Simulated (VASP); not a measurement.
# Ir (P6_3/mmc) in VASP: notebook

Runs on Ir. Level: PBEsol. Tasks: single point.

Everything below comes from runs of VASP 6.6.1. Logs are shortened: lines on timing, memory, paths and dates and some standing lists are left out, and cuts for length are marked.

## (1) The cell of the first run

Symmetry: P6_3/mmc, No. 194, hexagonal system. The conventional cell has a = 2.793 Å, b = 2.793 Å, c = 4.529 Å, α = 90.00°, β = 90.00°, γ = 120.00°. Ir (site symmetry -6m2) has 12 Ir at 2.78 to 2.79 Å within 3.7 Å.

## (2) Single point, PBEsol (strain +0.015 along x and y, +0.015 along z)

INCAR

```
PREC = Accurate
ENCUT = 520
EDIFF = 1E-7
ISMEAR = 0
SIGMA = 0.15
LREAL = False
LASPH = True
NELM = 80
ALGO = Normal
ISIF = 2
LWAVE = False
LCHARG = True
GGA = PS
LELF = True
LVHAR = True
NBANDS = 16
```

KPOINTS

```
Automatic mesh
0
Gamma
  18 18 12
```

POSCAR

```
Ir
1.0
    2.7926485630      0.0000000000      0.0000000000
   -1.3963242815      2.4185045994      0.0000000000
    0.0000000000      0.0000000000      4.5292243500
Ir
2
Direct
    0.6666666667      0.3333333333      0.7500000000
    0.3333333333      0.6666666667      0.2500000000
```

Potentials or basis: VASP PAW PBE potentials, release 64 (Ir).

On the command line:

```
$ cat potpaw_PBE.64/Ir/POTCAR > POTCAR
$ mpirun -np 1 vasp_std > vasp.out
```

OUTCAR:

```text
PREC = Accurate
   ENCUT = 520
   EDIFF = 1E-7
   ISMEAR = 0
   LREAL = False
   LASPH = True
   NELM = 80
   ISIF = 2
   GGA = PS

 ion  position               nearest neighbor table
   1  0.667  0.333  0.750-   2 2.78   2 2.78   2 2.78   2 2.78   2 2.78   2 2.78
   2  0.333  0.667  0.250-   1 2.78   1 2.78   1 2.78   1 2.78   1 2.78   1 2.78

  LATTYP: Found a hexagonal cell.
 ALAT       =     2.7926485630
 C/A-ratio  =     1.6218382828

  Lattice vectors:

 A1 = (   2.7926485630,   0.0000000000,   0.0000000000)
 A2 = (  -1.3963242815,   2.4185045994,   0.0000000000)
 A3 = (   0.0000000000,   0.0000000000,   4.5292243500)

Analysis of symmetry for initial positions (statically):
=====================================================================
 Subroutine PRICEL returns:
 Original cell was already a primitive cell.

 Routine SETGRP: Setting up the symmetry group for a
 hexagonal supercell.

 Subroutine GETGRP returns: Found 24 space group operations
 (whereof 12 operations were pure point group operations)
 out of a pool of 24 trial point group operations.

The static configuration has the point symmetry D_3d.
 The point group associated with its full space group is D_6h.

Analysis of symmetry for dynamics (positions and initial velocities):
=====================================================================
 Subroutine PRICEL returns:
 Original cell was already a primitive cell.

 Routine SETGRP: Setting up the symmetry group for a
 hexagonal supercell.

 Subroutine GETGRP returns: Found 24 space group operations
 (whereof 12 operations were pure point group operations)
 out of a pool of 24 trial point group operations.

The dynamic configuration has the point symmetry D_3d.
 The point group associated with its full space group is D_6h.

 Subroutine INISYM returns: Found 24 space group operations
 (whereof 12 operations are pure point group operations),
 and found     1 'primitive' translations

----------------------------------------------------------------------------------------

                                     Primitive cell

  volume of cell :      30.5905

  direct lattice vectors                    reciprocal lattice vectors
     2.792648563  0.000000000  0.000000000     0.358083009  0.206739322  0.000000000
    -1.396324282  2.418504599  0.000000000     0.000000000  0.413478643  0.000000000
[... 78 lines left out ...]
   ICHARG =      2    charge: 1-file 2-atom 10-const
   ISPIN  =      1    spin polarized calculation?
   LNONCOLLINEAR =      F non collinear calculations
   LSORBIT =      F    spin-orbit coupling
   LASPH  =      T    aspherical Exc in radial PAW
   ENCUT  =  520.0 eV  38.22 Ry    6.18 a.u.   5.19  5.19  8.42*2*pi/ulx,y,z
   NELM   =     80;   NELMIN=  2; NELMDL= -5     # of ELM steps
   EDIFF  = 0.1E-06   stopping-criterion for ELM
   LREAL  =      F    real-space projection
   EDIFFG = 0.1E-05   stopping-criterion for IOM
   NSW    =      0    number of steps for IOM
   IBRION =     -1    ionic relax: 0-MD 1-quasi-New 2-CG
   NFREE  =      0    steps in history (QN), initial steepest desc. (CG)
   ISIF   =      2    stress and relaxation
   ISYM   =      2    0-nonsym 1-usesym 2-fastsym
   POTIM  = 0.5000    time-step for ionic-motion
   TEBEG  =    0.0;   TEEND  =   0.0 temperature during run
   PSTRESS=    0.0 pullay stress
   NELECT =      18.0000    total number of electrons
   NUPDOWN=      -1.0000    fix difference up-down
   EMIN   =  10.00;   EMAX   =-10.00  energy-range for DOS
   EFERMI =   0.00;   METHOD = LEGACY
   ISMEAR =     0;   SIGMA  =   0.15  broadening in eV -4-tet -1-fermi 0-gaus
   EFERMI_NEDOS =   21; number of points for ismear=-14 and -15
   IALGO  =     38    algorithm
   IMIX   =      4    mixing-type and parameters
     AMIX     =   0.40;   BMIX     =  1.00
     AMIX_MAG =   1.60;   BMIX_MAG =  1.00
  volume/ion in A,a.u.               =      15.30       103.22
  Fermi-wavevector in a.u.,A,eV,Ry     =   1.371840  2.592401 25.605399  1.881944
  Thomas-Fermi vector in A             =   2.497500
   LORBIT       =      0    0 simple, 1 ext, 2 COOP (PROOUT), +10 PAW based schemes
   GGA     = PS    functional components
   LHFCALC =     F    Hartree Fock is set to
   AEXX    =    0.0000 exact exchange contribution
   IVDW    =     0    specifies the selected vdW correction
   LEPSILON=     F    determine dielectric tensor
   LRPA    =     F    only Hartree local field effects (RPA)
 non-spin polarized calculation
 Gauss-broadening in eV      SIGMA  =   0.15
  energy-cutoff  :      520.00
  volume of cell :       30.59
 maximum number of plane-waves:       839
 NGX is ok and might be reduce to    24
   NGX = 11   NGY = 11   NGZ = 17

 number of electron      18.0000002 magnetization

 Free energy of the ion-electron system (eV)
  ---------------------------------------------------
  ext. energy  EPLUGINS =         0.00000000
  ---------------------------------------------------
  free energy    TOTEN  =       -19.30967009 eV

  energy without entropy =      -19.28130212  energy(sigma->0) =      -19.29548611

 E-fermi :   9.0498     XC(G=0): -13.6465

 val. band max:        9.0495283400   @ k =   0.2778   0.0556   0.4167
 cond. band min:       9.0518380752   @ k =   0.3889  -0.0000   0.0000
 fundamental gap:      0.0023097352
 Fermi energy:         9.0498377272

 k-point     1 :       0.0000    0.0000    0.0000
  band No.  band energies     occupation
      1      -1.4250      2.00000
      2       1.6190      2.00000
      3       5.5244      2.00000
      4       5.6265      2.00000
      5       5.6265      2.00000
      6       6.2074      2.00000
[... 433 lines left out ...]
      3       2.9744      2.00000
      4       5.2707      2.00000
      5       5.3645      2.00000
      6       5.8463      2.00000
[... 8 lines left out ...]
     15      18.9718      0.00000
     16      21.5692      0.00000

 [... further k-points ...]
[... 5 lines left out ...]
  --------------------------------------------------------------------------------------
  -------------------------------------------------------------------------------------
  Total       -4.6575271     -4.6575271     -4.7568579      0.0000000      0.0000000      0.0000000
  in kB     -243.9377054   -243.9377054   -249.1401491      0.0000000      0.0000000      0.0000000
  external PRESSURE =    -245.6718533 kB  Pullay stress =       0.0000000 kB

 VOLUME and BASIS-vectors are now :
 -----------------------------------------------------------------------------
  energy-cutoff  :      520.00
  volume of cell :       30.59
      direct lattice vectors                 reciprocal lattice vectors
     2.792648563  0.000000000  0.000000000     0.358083009  0.206739322  0.000000000
    -1.396324282  2.418504599  0.000000000     0.000000000  0.413478643  0.000000000
     0.000000000  0.000000000  4.529224350     0.000000000  0.000000000  0.220788356

 POSITION                                       TOTAL-FORCE (eV/Angst)
 -----------------------------------------------------------------------------------
      1.39632      0.80617      3.39692        -0.000000      0.000000      0.000000
     -0.00000      1.61234      1.13231         0.000000     -0.000000      0.000000
 -----------------------------------------------------------------------------------
    total drift:                               -0.000000      0.000000     -0.000000

  FREE ENERGIE OF THE ION-ELECTRON SYSTEM (eV)
  ---------------------------------------------------
  free  energy   TOTEN  =       -19.3096700890 eV

  energy  without entropy=      -19.2813021237  energy(sigma->0) =      -19.29548611
```

OSZICAR:

```text
N       E                     dE             d eps       ncg     rms          rms(c)
DAV:   1     0.136907997686E+03    0.13691E+03   -0.84144E+03  8288   0.112E+03
DAV:   2    -0.168351841800E+02   -0.15374E+03   -0.13776E+03  8312   0.301E+02
DAV:   3    -0.205892926749E+02   -0.37541E+01   -0.36886E+01 11400   0.553E+01
DAV:   4    -0.206292952485E+02   -0.40003E-01   -0.39988E-01  9328   0.494E+00
DAV:   5    -0.206304073047E+02   -0.11121E-02   -0.11120E-02 11712   0.853E-01    0.185E+01
DAV:   6    -0.194875379940E+02    0.11429E+01   -0.16245E+00 10320   0.161E+01    0.693E+00
DAV:   7    -0.193224102068E+02    0.16513E+00   -0.37728E-01 11336   0.719E+00    0.215E+00
DAV:   8    -0.193174249666E+02    0.49852E-02   -0.44948E-03  9376   0.545E-01    0.162E+00
DAV:   9    -0.193096728833E+02    0.77521E-02   -0.54557E-03 10368   0.931E-01    0.302E-02
DAV:  10    -0.193096700014E+02    0.28819E-05   -0.50925E-05 13056   0.709E-02    0.141E-02
DAV:  11    -0.193096696759E+02    0.32550E-06   -0.35642E-06 10656   0.194E-02    0.544E-03
DAV:  12    -0.193096701382E+02   -0.46230E-06   -0.22231E-07 10136   0.508E-03    0.262E-04
DAV:  13    -0.193096700890E+02    0.49219E-07   -0.10741E-08  6376   0.987E-04
   1 F= -.19309670E+02 E0= -.19295486E+02  d E =-.283680E-01
```

stdout:

```text
POSCAR found type information on POSCAR Ir
 POSCAR found :  1 types and       2 ions
 scaLAPACK will be used
 -----------------------------------------------------------------------------
|                                                                             |
|                                                                             |
|     You enforced a specific xc type in the INCAR file but a different       |
|     I HOPE YOU KNOW WHAT YOU ARE DOING!                                     |
|                                                                             |
 -----------------------------------------------------------------------------

 LDA part: xc-table for (Slater+PW92), standard interpolation
 POSCAR, INCAR and KPOINTS ok, starting setup
 FFT: planning ... GRIDC
 FFT: planning ... GRID_SOFT
 FFT: planning ... GRID
 WAVECAR not read
 entering main loop
```

It took 2.2 min on 1 thread of AMD EPYC 7R43 (Zen 3), shared host; peak memory 0.21 GiB.

What came out:

- Free energy: -19.3097 eV
- Pressure: -24.6 GPa
- Band gap on the k mesh: zero (band 9 reaches 9.89 eV, above the bottom of band 10 at 6.95 eV)

Caveat: the cell differs from its parent crystal (strain +0.015 along x and y, +0.015 along z); the PAW data sets were made with another functional, which shifts forces and pressure a little; spin-orbit coupling is left out, which moves the levels of the heavy elements.

## (3) Single point, PBEsol (strain -0.015 along x and y, -0.030 along z)

INCAR

```
SYSTEM = Ir
PREC     = Accurate       ! precision mode
ENCUT    = 500            ! plane-wave cutoff, eV
EDIFF    = 1E-6           ! SCF threshold, eV
ISMEAR   = 0              ! smearing method
SIGMA    = 0.15           ! smearing width, eV
LREAL    = .False.        ! projectors in reciprocal space
LASPH    = .True.         ! aspherical terms in the spheres
NELM     = 120            ! most SCF steps
ALGO     = Normal         ! electronic algorithm
ISIF     = 2              ! what is computed and relaxed
LWAVE    = .False.        ! write WAVECAR
LCHARG   = .False.        ! write CHGCAR
GGA      = PS             ! functional
NBANDS   = 24             ! bands
GGA_COMPAT= .False.
```

KPOINTS

```
regular mesh
0
Gamma
  18 18 12
  0 0 0
```

POSCAR

```
Ir
1.0
    2.7101072262      0.0000000000      0.0000000000
   -1.3550536131      2.3470217048      0.0000000000
    0.0000000000      0.0000000000      4.3284213000
Ir
2
Direct
    0.6666666667      0.3333333333      0.7500000000
    0.3333333333      0.6666666667      0.2500000000
```

Potentials or basis: VASP PAW PBE potentials, release 64 (Ir_sv_GW).

On the command line:

```
$ cat potpaw_PBE.64/Ir_sv_GW/POTCAR > POTCAR
$ mpirun -np 1 vasp_std > vasp.out
```

Run time: 51 s. Hardware: 1 thread of AMD EPYC 9R45 (Zen 5), shared host; peak memory 0.22 GiB.

Results (log left out):

- Free energy: -20.6203 eV
- Pressure: 7.1 GPa
- Band gap on the k mesh: zero (band 17 reaches 14.53 eV, above the bottom of band 18 at 10.93 eV)

Stress tensor (GPa, compression positive):
```
 4.72  0.00  0.00
 0.00  4.72  0.00
 0.00  0.00 11.97
```

Levels at points of the mesh, in eV from the Fermi level:
```tsv
k point	band 13	band 14	band 15	band 16	band 17	band 18	band 19	band 20	band 21	band 22
(0.00, 0.00, 0.00)	-4.01	-3.35	-3.35	-2.67	-2.67	-0.81	0.25	0.25	7.49	13.47
(0.50, 0.00, 0.00)	-3.72	-3.68	-3.07	0.63	1.09	1.11	3.01	4.46	8.31	10.62
(0.00, 0.00, 0.50)	-4.24	-4.24	-4.24	-4.24	-0.51	-0.51	-0.51	-0.51	13.06	13.06
(0.50, 0.00, 0.50)	-2.35	-2.35	-1.11	-1.11	0.92	0.92	2.04	2.04	7.82	7.82
```

Caveat: the cell differs from its parent crystal (strain -0.015 along x and y, -0.030 along z); the PAW data sets were made with another functional, which shifts forces and pressure a little; spin-orbit coupling is left out, which moves the levels of the heavy elements.

[end of part 1 of 2]
